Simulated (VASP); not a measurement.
# SiMo3 (P6_3/mmc) in VASP: notebook

Runs on SiMo3. Level: PBE. Tasks: single point.

All numbers are computed with VASP 6.6.1; they aren't measurements. Logs are shortened: lines on timing, memory, paths and dates and some standing lists are left out, and cuts for length are marked.

## Step 1: The cell of the first run

It takes space group P6_3/mmc (No. 194, hexagonal). Conventional cell: a = 5.422 Å, b = 5.422 Å, c = 4.704 Å, α = 90.00°, β = 90.00°, γ = 120.00°. Within 3.6 Å of Si (site symmetry -6m2) lie 12 Mo at 2.71 to 2.82 Å. Within 3.6 Å of Mo (site symmetry mm2) lie 8 Mo at 2.69 to 2.83 Å and 4 Si at 2.71 to 2.82 Å.

## Step 2: Single point, PBE

INCAR

```
PREC = Accurate ; ENCUT = 500
EDIFF = 1E-6 ; ISMEAR = 0
SIGMA = 0.2 ; LREAL = False
LASPH = True ; NELM = 120
ALGO = Normal ; ISIF = 2
LWAVE = False ; LCHARG = False
GGA = PE ; NBANDS = 56
GGA_COMPAT = False
```

KPOINTS

```
regular mesh
0
Gamma
  3 3 4
```

POSCAR

```
SiMo3
1.0
    5.4216841097      0.0000000000      0.0000000000
   -2.7108420549      4.6953161703      0.0000000000
    0.0000000000      0.0000000000      4.7043880003
Si Mo
2 6
Direct
    0.6666666667      0.3333333333      0.2500000000
    0.3333333333      0.6666666667      0.7500000000
    0.8322535001      0.1677464999      0.7500000000
    0.3354929998      0.1677464999      0.7500000000
    0.8322535001      0.6645070002      0.7500000000
    0.1677464999      0.8322535001      0.2500000000
    0.6645070002      0.8322535001      0.2500000000
    0.1677464999      0.3354929998      0.2500000000
```

Potentials or basis: VASP PAW PBE potentials, release 64 (Si, Mo_sv).

Started as:

```sh
$ cat potpaw_PBE.64/Si/POTCAR potpaw_PBE.64/Mo_sv/POTCAR > POTCAR
$ mpirun -np 1 vasp_std > vasp.out
```

OUTCAR:

```text
PREC = Accurate
   ENCUT = 500
   EDIFF = 1E-6
   ISMEAR = 0
   LREAL = False
   LASPH = True
   NELM = 120
   ISIF = 2
   GGA = PE

 ion  position               nearest neighbor table
   1  0.667  0.333  0.250-   8 2.71   7 2.71   6 2.71   6 2.71   8 2.71   7 2.71   3 2.82   3 2.82
                             4 2.82   4 2.82   5 2.82   5 2.82
   2  0.333  0.667  0.750-   5 2.71   4 2.71   3 2.71   3 2.71   5 2.71   4 2.71   6 2.82   6 2.82
                             7 2.82   7 2.82   8 2.82   8 2.82
   3  0.832  0.168  0.750-   4 2.69   5 2.69   2 2.71   2 2.71   4 2.73   5 2.73   1 2.82   1 2.82
                             8 2.83   8 2.83   7 2.83   7 2.83
   4  0.335  0.168  0.750-   5 2.69   3 2.69   2 2.71   2 2.71   5 2.73   3 2.73   1 2.82   1 2.82
                             6 2.83   6 2.83   8 2.83   8 2.83
   5  0.832  0.665  0.750-   4 2.69   3 2.69   2 2.71   2 2.71   4 2.73   3 2.73   1 2.82   1 2.82
                             6 2.83   6 2.83   7 2.83   7 2.83
   6  0.168  0.832  0.250-   7 2.69   8 2.69   1 2.71   1 2.71   7 2.73   8 2.73   2 2.82   2 2.82
                             5 2.83   5 2.83   4 2.83   4 2.83
   7  0.665  0.832  0.250-   8 2.69   6 2.69   1 2.71   1 2.71   8 2.73   6 2.73   2 2.82   2 2.82
                             3 2.83   3 2.83   5 2.83   5 2.83
   8  0.168  0.335  0.250-   7 2.69   6 2.69   1 2.71   1 2.71   7 2.73   6 2.73   2 2.82   2 2.82
                             3 2.83   3 2.83   4 2.83   4 2.83

  LATTYP: Found a hexagonal cell.
 ALAT       =     5.4216841097
 C/A-ratio  =     0.8676986532

  Lattice vectors:

 A1 = (   5.4216841097,   0.0000000000,   0.0000000000)
 A2 = (  -2.7108420549,   4.6953161703,   0.0000000000)
 A3 = (   0.0000000000,   0.0000000000,   4.7043880003)

Analysis of symmetry for initial positions (statically):
=====================================================================
 Subroutine PRICEL returns:
 Original cell was already a primitive cell.

 Routine SETGRP: Setting up the symmetry group for a
 hexagonal supercell.

 Subroutine GETGRP returns: Found 24 space group operations
 (whereof 12 operations were pure point group operations)
 out of a pool of 24 trial point group operations.

The static configuration has the point symmetry D_3d.
 The point group associated with its full space group is D_6h.

Analysis of symmetry for dynamics (positions and initial velocities):
=====================================================================
 Subroutine PRICEL returns:
 Original cell was already a primitive cell.

 Routine SETGRP: Setting up the symmetry group for a
 hexagonal supercell.

 Subroutine GETGRP returns: Found 24 space group operations
 (whereof 12 operations were pure point group operations)
 out of a pool of 24 trial point group operations.

The dynamic configuration has the point symmetry D_3d.
 The point group associated with its full space group is D_6h.

 Subroutine INISYM returns: Found 24 space group operations
 (whereof 12 operations are pure point group operations),
 and found     1 'primitive' translations

----------------------------------------------------------------------------------------

                                     Primitive cell

  volume of cell :     119.7574

  direct lattice vectors                    reciprocal lattice vectors
     5.421684110  0.000000000  0.000000000     0.184444534  0.106489101  0.000000000
    -2.710842055  4.695316170  0.000000000     0.000000000  0.212978203  0.000000000
     0.000000000  0.000000000  4.704388000     0.000000000  0.000000000  0.212567501

  length of vectors
     5.421684110  5.421684110  4.704388000     0.212978203  0.212978203  0.212567501

  position of ions in fractional coordinates (direct lattice)
     0.666666667  0.333333333  0.250000000
     0.333333333  0.666666667  0.750000000
     0.832253500  0.167746500  0.750000000
     0.335493000  0.167746500  0.750000000
     0.832253500  0.664507000  0.750000000
     0.167746500  0.832253500  0.250000000
     0.664507000  0.832253500  0.250000000
     0.167746500  0.335493000  0.250000000

  ion indices of the primitive-cell ions
   primitive index   ion index
                 1           1
                 2           2
                 3           3
                 4           4
                 5           5
                 6           6
                 7           7
                 8           8

----------------------------------------------------------------------------------------

 KPOINTS: regular mesh

Automatic generation of k-mesh.
 Grid dimensions read from file:
 generate k-points for:    3    3    4

 Generating k-lattice:

  Cartesian coordinates                     Fractional coordinates (reciprocal lattice)
     0.061481511  0.035496367  0.000000000     0.333333333 -0.000000000  0.000000000
     0.000000000  0.070992734  0.000000000     0.000000000  0.333333333  0.000000000
     0.000000000  0.000000000  0.053141875     0.000000000  0.000000000  0.250000000

  Length of vectors
     0.070992734  0.070992734  0.053141875

  Shift w.r.t. Gamma in fractional coordinates (k-lattice)
     0.000000000  0.000000000  0.000000000

 Subroutine IBZKPT returns following result:
 ===========================================

 Found      9 irreducible k-points:

 Following reciprocal coordinates:
            Coordinates               Weight
  0.000000  0.000000  0.000000      1.000000
  0.333333 -0.000000  0.000000      6.000000
  0.333333  0.333333  0.000000      2.000000
  0.000000  0.000000  0.250000      2.000000
  0.333333 -0.000000  0.250000     12.000000
  0.333333  0.333333  0.250000      4.000000
  0.000000  0.000000  0.500000      1.000000
  0.333333 -0.000000  0.500000      6.000000
  0.333333  0.333333  0.500000      2.000000
   k-points           NKPTS =      9   k-points in BZ     NKDIM =      9   number of bands    NBANDS=     56
   number of dos      NEDOS =    301   number of ions     NIONS =      8
   total plane-waves  NPLWV =  57600
   dimension x,y,z NGX =    40 NGY =   40 NGZ =   36
   dimension x,y,z NGXF=    80 NGYF=   80 NGZF=   72
   ions per type =               2   6
   NGX,Y,Z   is equivalent  to a cutoff of  12.27, 12.27, 12.72 a.u.
   NGXF,Y,Z  is equivalent  to a cutoff of  24.53, 24.53, 25.44 a.u.
 SYSTEM =  unknown system
   PREC   = accura    normal or accurate (medium, high low for compatibility)
   ISTART =      0    job   : 0-new  1-cont  2-samecut
   ICHARG =      2    charge: 1-file 2-atom 10-const
   ISPIN  =      1    spin polarized calculation?
   LNONCOLLINEAR =      F non collinear calculations
   LSORBIT =      F    spin-orbit coupling
   LASPH  =      T    aspherical Exc in radial PAW
   ENCUT  =  500.0 eV  36.75 Ry    6.06 a.u.   9.88  9.88  8.58*2*pi/ulx,y,z
   NELM   =    120;   NELMIN=  2; NELMDL= -5     # of ELM steps
   EDIFF  = 0.1E-05   stopping-criterion for ELM
   LREAL  =      F    real-space projection
   EDIFFG = 0.1E-04   stopping-criterion for IOM
   NSW    =      0    number of steps for IOM
   IBRION =     -1    ionic relax: 0-MD 1-quasi-New 2-CG
   NFREE  =      0    steps in history (QN), initial steepest desc. (CG)
   ISIF   =      2    stress and relaxation
   ISYM   =      2    0-nonsym 1-usesym 2-fastsym
   POTIM  = 0.5000    time-step for ionic-motion
   TEBEG  =    0.0;   TEEND  =   0.0 temperature during run
   PSTRESS=    0.0 pullay stress
   NELECT =      92.0000    total number of electrons
   NUPDOWN=      -1.0000    fix difference up-down
   EMIN   =  10.00;   EMAX   =-10.00  energy-range for DOS
   EFERMI =   0.00;   METHOD = LEGACY
   ISMEAR =     0;   SIGMA  =   0.20  broadening in eV -4-tet -1-fermi 0-gaus
   EFERMI_NEDOS =   21; number of points for ismear=-14 and -15
   IALGO  =     38    algorithm
   IMIX   =      4    mixing-type and parameters
     AMIX     =   0.40;   BMIX     =  1.00
     AMIX_MAG =   1.60;   BMIX_MAG =  1.00
  volume/ion in A,a.u.               =      14.97       101.02
  Fermi-wavevector in a.u.,A,eV,Ry     =   1.499351  2.833363 30.586633  2.248054
  Thomas-Fermi vector in A             =   2.610992
   LORBIT       =      0    0 simple, 1 ext, 2 COOP (PROOUT), +10 PAW based schemes
   GGA     = PE    functional components
   LHFCALC =     F    Hartree Fock is set to
   AEXX    =    0.0000 exact exchange contribution
   IVDW    =     0    specifies the selected vdW correction
   LEPSILON=     F    determine dielectric tensor
   LRPA    =     F    only Hartree local field effects (RPA)
 non-spin polarized calculation
 Gauss-broadening in eV      SIGMA  =   0.20
  energy-cutoff  :      500.00
  volume of cell :      119.76
 maximum number of plane-waves:      3090
 NGX is ok and might be reduce to    40
   NGX = 19   NGY = 19   NGZ = 17

 number of electron      91.9999997 magnetization

 Free energy of the ion-electron system (eV)
  ---------------------------------------------------
  ext. energy  EPLUGINS =         0.00000000
  ---------------------------------------------------
  free energy    TOTEN  =       -77.12338339 eV

  energy without entropy =      -77.00843814  energy(sigma->0) =      -77.06591077

 E-fermi :  12.2690     XC(G=0): -12.9780

 val. band max:       12.2275517454   @ k =   0.3333  -0.0000   0.5000
 cond. band min:      12.3774902443   @ k =   0.3333  -0.0000   0.2500
 fundamental gap:      0.1499384989
 Fermi energy:        12.2689901443

 k-point     1 :       0.0000    0.0000    0.0000
  band No.  band energies     occupation
      1     -48.7369      2.00000
      2     -48.5855      2.00000
      3     -48.5121      2.00000
      4     -48.5121      2.00000
      5     -48.4396      2.00000
      6     -48.4396      2.00000
[... 48 lines left out ...]
     55      14.5421      0.00000
     56      15.1094      0.00000

 k-point     2 :       0.3333   -0.0000    0.0000
  band No.  band energies     occupation
      1     -48.6890      2.00000
      2     -48.5824      2.00000
      3     -48.5361      2.00000
      4     -48.5131      2.00000
      5     -48.4689      2.00000
      6     -48.4389      2.00000
[... 406 lines left out ...]
  band No.  band energies     occupation
      1     -48.5770      2.00000
      2     -48.5770      2.00000
      3     -48.5623      2.00000
      4     -48.5623      2.00000
      5     -48.4761      2.00000
      6     -48.4761      2.00000
[... 48 lines left out ...]
     55      14.5307      0.00000
     56      14.5314      0.00000

------------------------ aborting loop because EDIFF is reached ----------------------------------------

  FORCE on cell =-STRESS in cart. coord.  units (eV):
  Direction    XX          YY          ZZ          XY          YZ          ZX
  --------------------------------------------------------------------------------------
  -------------------------------------------------------------------------------------
  Total        0.2510246      0.2510246      0.1718729     -0.0000000     -0.0000000      0.0000000
  in kB        3.3583406      3.3583406      2.2994066     -0.0000000     -0.0000000      0.0000000
  external PRESSURE =       3.0053626 kB  Pullay stress =       0.0000000 kB

 VOLUME and BASIS-vectors are now :
 -----------------------------------------------------------------------------
  energy-cutoff  :      500.00
  volume of cell :      119.76
      direct lattice vectors                 reciprocal lattice vectors
     5.421684110  0.000000000  0.000000000     0.184444534  0.106489101  0.000000000
    -2.710842055  4.695316170  0.000000000     0.000000000  0.212978203  0.000000000
     0.000000000  0.000000000  4.704388000     0.000000000  0.000000000  0.212567501

 POSITION                                       TOTAL-FORCE (eV/Angst)
 -----------------------------------------------------------------------------------
      2.71084      1.56511      1.17610         0.000000      0.000000     -0.000000
     -0.00000      3.13021      3.52829         0.000000     -0.000000     -0.000000
      4.05748      0.78762      3.52829        -0.024124      0.013928     -0.000000
      1.36420      0.78762      3.52829         0.024124      0.013928      0.000000
      2.71084      3.12007      3.52829         0.000000     -0.027856      0.000000
     -1.34664      3.90769      1.17610         0.024124     -0.013928      0.000000
      1.34664      3.90769      1.17610        -0.024124     -0.013928     -0.000000
     -0.00000      1.57525      1.17610        -0.000000      0.027856      0.000000
 -----------------------------------------------------------------------------------
    total drift:                               -0.000001      0.000000      0.000000

  FREE ENERGIE OF THE ION-ELECTRON SYSTEM (eV)
  ---------------------------------------------------
  free  energy   TOTEN  =       -77.1233833897 eV

  energy  without entropy=      -77.0084381406  energy(sigma->0) =      -77.06591077
```

Run time: 1.8 min. Hardware: 1 thread of Intel Xeon 8259CL, shared host; peak memory 0.25 GiB.

What came out:

| Property | Result |
| --- | --- |
| Free energy | -77.1234 eV |
| Pressure | 0.3 GPa |
| Largest force | 0.028 eV/Å |
| Band gap on the k mesh | zero (band 46 reaches 13.02 eV, above the bottom of band 47 at 12.09 eV) |

Forces in eV/Å, atoms in the order of the input:
```
Si   0.000  0.000  0.000
Si   0.000  0.000  0.000
Mo  -0.024  0.014  0.000
Mo   0.024  0.014  0.000
Mo   0.000 -0.028  0.000
Mo   0.024 -0.014  0.000
Mo  -0.024 -0.014  0.000
Mo   0.000  0.028  0.000
```

Stress tensor (GPa, compression positive):
```
0.34 0.00 0.00
0.00 0.34 0.00
0.00 0.00 0.23
```

Caveat: the k points lie up to 0.45 Å⁻¹ apart.

(Part 1 of 2 ends here.)
